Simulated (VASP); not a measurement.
# O (Im-3m) in VASP: a series of runs, part 2 of 2

VASP 6.6.1.

## Step 3: Single point, PBE (volume scaled by 0.58)

Input file INCAR:

```
PREC     = Accurate       # precision mode
ENCUT    = 520            # plane-wave cutoff, eV
EDIFF    = 1E-7           # SCF threshold, eV
ISMEAR   = -1             # smearing method
SIGMA    = 0.08           # smearing width, eV
LREAL    = False          # projectors in reciprocal space
LASPH    = True           # aspherical terms in the spheres
NELM     = 80             # most SCF steps
ALGO     = Normal         # electronic algorithm
ISIF     = 2              # what is computed and relaxed
LWAVE    = False          # write WAVECAR
LCHARG   = False          # write CHGCAR
GGA      = PE             # functional
NBANDS   = 9              # bands
```

Input file KPOINTS:

```
regular mesh
0
Gamma
  19 19 19
```

Input file POSCAR:

```
O
1.0
   -1.0412840900      1.0412840900      1.0412840900
    1.0412840900     -1.0412840900      1.0412840900
    1.0412840900      1.0412840900     -1.0412840900
O
1
Direct
    0.0000000000      0.0000000000      0.0000000000
```

Potentials or basis: VASP PAW PBE potentials, release 64 (O).

The run is started by

```bash
cat potpaw_PBE.64/O/POTCAR > POTCAR
mpirun -np 1 vasp_std > vasp.out
```

OUTCAR:

```text
PREC = Accurate
   ENCUT = 520
   EDIFF = 1E-7
   ISMEAR = -1
   LREAL = False
   LASPH = True
   NELM = 80
   ISIF = 2
   GGA = PE

 ion  position               nearest neighbor table
   1  0.000  0.000  0.000-

  LATTYP: Found a body centered cubic cell.
 ALAT       =     2.0825681800

  Lattice vectors:

 A1 = (  -1.0412840900,   1.0412840900,   1.0412840900)
 A2 = (   1.0412840900,  -1.0412840900,   1.0412840900)
 A3 = (   1.0412840900,   1.0412840900,  -1.0412840900)

Analysis of symmetry for initial positions (statically):
=====================================================================
 Subroutine PRICEL returns:
 Original cell was already a primitive cell.

 Routine SETGRP: Setting up the symmetry group for a
 body centered cubic supercell.

 Subroutine GETGRP returns: Found 48 space group operations
 (whereof 48 operations were pure point group operations)
 out of a pool of 48 trial point group operations.

The static configuration has the point symmetry O_h .

Analysis of symmetry for dynamics (positions and initial velocities):
=====================================================================
 Subroutine PRICEL returns:
 Original cell was already a primitive cell.

 Routine SETGRP: Setting up the symmetry group for a
 body centered cubic supercell.

 Subroutine GETGRP returns: Found 48 space group operations
 (whereof 48 operations were pure point group operations)
 out of a pool of 48 trial point group operations.

The dynamic configuration has the point symmetry O_h .

 Subroutine INISYM returns: Found 48 space group operations
 (whereof 48 operations are pure point group operations),
 and found     1 'primitive' translations

----------------------------------------------------------------------------------------

[... 105 lines left out ...]
   ISMEAR =    -1;   SIGMA  =   0.08  broadening in eV -4-tet -1-fermi 0-gaus
   EFERMI_NEDOS =   21; number of points for ismear=-14 and -15
   IALGO  =     38    algorithm
   IMIX   =      4    mixing-type and parameters
     AMIX     =   0.40;   BMIX     =  1.00
     AMIX_MAG =   1.60;   BMIX_MAG =  1.00
  volume/ion in A,a.u.               =       4.52        30.48
  Fermi-wavevector in a.u.,A,eV,Ry     =   1.799711  3.400960 44.068704  3.238958
  Thomas-Fermi vector in A             =   2.860588
   LORBIT       =      0    0 simple, 1 ext, 2 COOP (PROOUT), +10 PAW based schemes
   GGA     = PE    functional components
   LHFCALC =     F    Hartree Fock is set to
   AEXX    =    0.0000 exact exchange contribution
   IVDW    =     0    specifies the selected vdW correction
   LEPSILON=     F    determine dielectric tensor
   LRPA    =     F    only Hartree local field effects (RPA)
 non-spin polarized calculation
  energy-cutoff  :      520.00
  volume of cell :        4.52
 maximum number of plane-waves:       135
 NGX is ok and might be reduce to    14
   NGX =  7   NGY =  7   NGZ =  7

 number of electron       5.9999995 magnetization

 Free energy of the ion-electron system (eV)
  ---------------------------------------------------
  ext. energy  EPLUGINS =         0.00000000
  ---------------------------------------------------
  free energy    TOTEN  =        -0.72693256 eV

  energy without entropy =       -0.71589162  energy(sigma->0) =       -0.72141209

 E-fermi :  11.3850     XC(G=0): -15.5842

 val. band max:       11.3621113193   @ k =   0.1579   0.1579   0.0526
 cond. band min:      11.3971037576   @ k =   0.2105   0.1579   0.1053
 fundamental gap:      0.0349924383
 Fermi energy:        11.3849732598

 k-point     1 :       0.0000    0.0000    0.0000
  band No.  band energies     occupation
      1     -18.4399      2.00000
      2      15.2762      0.00000
      3      15.2762      0.00000
      4      15.2762      0.00000
      5      44.0497      0.00000
      6      55.8557      0.00000
      7      55.8557      0.00000
      8      55.8557      0.00000
      9      61.3550      0.00000
[... 265 lines left out ...]
 k-point    24 :       0.3158    0.1053    0.0000
  band No.  band energies     occupation
      1     -10.9194      2.00000
      2       2.8880      2.00000
      3      10.6454      1.99981
      4      13.8396      0.00000
      5      38.6673      0.00000
      6      43.5181      0.00000
      7      48.0141      0.00000
      8      58.4808      0.00000
      9      69.6068      0.00000

 [... further k-points ...]
[... 5 lines left out ...]
  --------------------------------------------------------------------------------------
  -------------------------------------------------------------------------------------
  Total        7.8687392      7.8687392      7.8687392     -0.0000000     -0.0000000      0.0000000
  in kB     2791.5669099   2791.5669099   2791.5669099     -0.0000000     -0.0000000      0.0000000
  external PRESSURE =    2791.5669099 kB  Pullay stress =       0.0000000 kB

 VOLUME and BASIS-vectors are now :
 -----------------------------------------------------------------------------
  energy-cutoff  :      520.00
  volume of cell :        4.52
      direct lattice vectors                 reciprocal lattice vectors
    -1.041284090  1.041284090  1.041284090     0.000000000  0.480176356  0.480176356
     1.041284090 -1.041284090  1.041284090     0.480176356  0.000000000  0.480176356
     1.041284090  1.041284090 -1.041284090     0.480176356  0.480176356  0.000000000

 POSITION                                       TOTAL-FORCE (eV/Angst)
 -----------------------------------------------------------------------------------
      0.00000      0.00000      0.00000        -0.000000      0.000000     -0.000000
 -----------------------------------------------------------------------------------
    total drift:                               -0.000000     -0.000000     -0.000000

  FREE ENERGIE OF THE ION-ELECTRON SYSTEM (eV)
  ---------------------------------------------------
  free  energy   TOTEN  =        -0.7269325561 eV

  energy  without entropy=       -0.7158916160  energy(sigma->0) =       -0.72141209
```

OSZICAR:

```text
N       E                     dE             d eps       ncg     rms          rms(c)
DAV:   1     0.736418152331E+01    0.73642E+01   -0.40706E+03  4567   0.695E+02
DAV:   2    -0.722559341358E+00   -0.80867E+01   -0.74608E+01  4414   0.903E+01
DAV:   3    -0.768835034759E+00   -0.46276E-01   -0.46114E-01  4696   0.537E+00
DAV:   4    -0.768844561306E+00   -0.95265E-05   -0.95266E-05  4454   0.888E-02
DAV:   5    -0.768844563464E+00   -0.21581E-08   -0.17469E-08  4621   0.114E-03    0.180E+00
DAV:   6    -0.730887060749E+00    0.37958E-01   -0.62281E-02  4106   0.218E+00    0.841E-01
DAV:   7    -0.726292748665E+00    0.45943E-02   -0.34603E-02  4087   0.169E+00    0.191E-01
DAV:   8    -0.726933478294E+00   -0.64073E-03   -0.58454E-04  4276   0.246E-01    0.105E-02
DAV:   9    -0.726933241424E+00    0.23687E-06   -0.31948E-06  4606   0.186E-02    0.609E-03
DAV:  10    -0.726932633924E+00    0.60750E-06   -0.32532E-07  4264   0.516E-03    0.856E-04
DAV:  11    -0.726932556078E+00    0.77846E-07   -0.31730E-08  2269   0.150E-03
   1 F= -.72693256E+00 E0= -.72141209E+00  d E =-.110409E-01
```

It took 4.8 s on 1 thread of Intel Xeon 6975P-C (Granite Rapids), shared host; peak memory 0.11 GiB.

What came out:

```yaml
Free_energy: -0.7269 eV
Pressure: 279.2 GPa
Band_gap_on_the_k_mesh: zero (band 3 reaches 15.28 eV, above the bottom of band 4 at 5.41 eV)
```

## Step 4: Single point, PBE (volume scaled by 0.68)

Input file INCAR:

```
SYSTEM = O
PREC     = Accurate       ! precision mode
ENCUT    = 520            ! plane-wave cutoff, eV
EDIFF    = 1E-7           ! SCF threshold, eV
ISMEAR   = -1             ! smearing method
SIGMA    = 0.08           ! smearing width, eV
LREAL    = .False.        ! projectors in reciprocal space
LASPH    = .True.         ! aspherical terms in the spheres
NELM     = 100            ! most SCF steps
ALGO     = Normal         ! electronic algorithm
ISIF     = 2              ! what is computed and relaxed
LWAVE    = .False.        ! write WAVECAR
LCHARG   = .False.        ! write CHGCAR
GGA      = PE             ! functional
NBANDS   = 9              ! bands
```

Input file KPOINTS:

```
Automatic mesh
0
Gamma
  19 19 19
  0 0 0
```

Input file POSCAR:

```
O
1.0
   -1.0979844911      1.0979844911      1.0979844911
    1.0979844911     -1.0979844911      1.0979844911
    1.0979844911      1.0979844911     -1.0979844911
O
1
Direct
    0.0000000000      0.0000000000      0.0000000000
```

The run is started by

```bash
cat potpaw_PBE.64/O/POTCAR > POTCAR
mpirun -np 1 vasp_std > vasp.out
```

Wall time 4.7 s (1 thread of Intel Xeon 6975P-C (Granite Rapids), shared host); peak memory 0.11 GiB.

The run converged. Its results:

```
Free energy            : -1.7144 eV
Pressure               : 140.3 GPa
Band gap on the k mesh : zero (band 3 reaches 11.41 eV, above the bottom of band 4 at 3.35 eV)
```

Levels at points of the mesh, in eV from the Fermi level:
```csv
k point,band 1,band 2,band 3,band 4,band 5,band 6
"(0.00, 0.00, 0.00)",-26.81,3.18,3.18,3.18,27.64,41.88
```

## Step 5: Single point, PBE (volume scaled by 0.68)

Input file INCAR:

```
ALGO     = Normal         # electronic algorithm
EDIFF    = 1E-7           # SCF threshold, eV
ENCUT    = 520            # plane-wave cutoff, eV
GGA      = PE             # functional
ISIF     = 2              # what is computed and relaxed
ISMEAR   = -1             # smearing method
LASPH    = True           # aspherical terms in the spheres
LCHARG   = False          # write CHGCAR
LREAL    = False          # projectors in reciprocal space
LWAVE    = False          # write WAVECAR
NBANDS   = 9              # bands
NELM     = 100            # most SCF steps
PREC     = Accurate       # precision mode
SIGMA    = 0.08           # smearing width, eV
```

Input file KPOINTS:

```
k-points
0
Gamma
  19 19 19
```

POSCAR is that of step 4.

Potentials or basis: VASP PAW PBE potentials, release 64 (O).

The run is started by

```bash
cat potpaw_PBE.64/O/POTCAR > POTCAR
mpirun -np 1 vasp_std > vasp.out
```

OUTCAR:

```text
EDIFF = 1E-7
   ENCUT = 520
   GGA = PE
   ISIF = 2
   ISMEAR = -1
   LASPH = True
   LREAL = False
   NELM = 100
   PREC = Accurate

 ion  position               nearest neighbor table
   1  0.000  0.000  0.000-

  LATTYP: Found a body centered cubic cell.
 ALAT       =     2.1959689822

  Lattice vectors:

 A1 = (  -1.0979844911,   1.0979844911,   1.0979844911)
 A2 = (   1.0979844911,  -1.0979844911,   1.0979844911)
 A3 = (   1.0979844911,   1.0979844911,  -1.0979844911)

[... 457 lines left out ...]
      1     -12.2469      2.00000
      2       0.8494      2.00000
      3       7.6725      1.99820
      4      10.2936      0.00000
      5      33.6695      0.00000
      6      38.8212      0.00000
      7      41.0710      0.00000
      8      52.3104      0.00000
      9      62.1842      0.00000

 [... further k-points ...]
[... 5 lines left out ...]
  --------------------------------------------------------------------------------------
  -------------------------------------------------------------------------------------
  Total        4.6366183      4.6366183      4.6366183      0.0000000     -0.0000000      0.0000000
  in kB     1403.0182473   1403.0182473   1403.0182473      0.0000000     -0.0000000      0.0000000
  external PRESSURE =    1403.0182473 kB  Pullay stress =       0.0000000 kB

 VOLUME and BASIS-vectors are now :
 -----------------------------------------------------------------------------
  energy-cutoff  :      520.00
  volume of cell :        5.29
      direct lattice vectors                 reciprocal lattice vectors
    -1.097984491  1.097984491  1.097984491     0.000000000  0.455379838  0.455379838
     1.097984491 -1.097984491  1.097984491     0.455379838  0.000000000  0.455379838
     1.097984491  1.097984491 -1.097984491     0.455379838  0.455379838  0.000000000

 POSITION                                       TOTAL-FORCE (eV/Angst)
 -----------------------------------------------------------------------------------
      0.00000      0.00000      0.00000         0.000000     -0.000000      0.000000
 -----------------------------------------------------------------------------------
    total drift:                               -0.000000      0.000000     -0.000000

  FREE ENERGIE OF THE ION-ELECTRON SYSTEM (eV)
  ---------------------------------------------------
  free  energy   TOTEN  =        -1.7143714401 eV

  energy  without entropy=       -1.7046108126  energy(sigma->0) =       -1.70949113
```

It took 5.1 s on 1 thread of Intel Xeon 6975P-C (Granite Rapids), shared host; peak memory 0.11 GiB.

What came out:

```
Free energy            : -1.7144 eV
Pressure               : 140.3 GPa
Band gap on the k mesh : zero (band 3 reaches 11.41 eV, above the bottom of band 4 at 3.35 eV)
```

## Step 6: Summary

```tsv
cell	gap on the mesh (eV)	pressure (GPa)
a = 1.717 Å, angles 109.5°, 1 atom	none	481.4
a = 1.804 Å, angles 109.5°, 1 atom	none	279.2
a = 1.902 Å, angles 109.5°, 1 atom	none	140.3
```

Alike in all rows: task single point; level PBE; potentials or basis VASP PAW PBE potentials, release 64 (O); no spin polarisation; k mesh 19 × 19 × 19; cutoff (eV) 520; smearing fermi-dirac 0.08 eV.

Absolute energies hang on the potentials; compare differences alone.
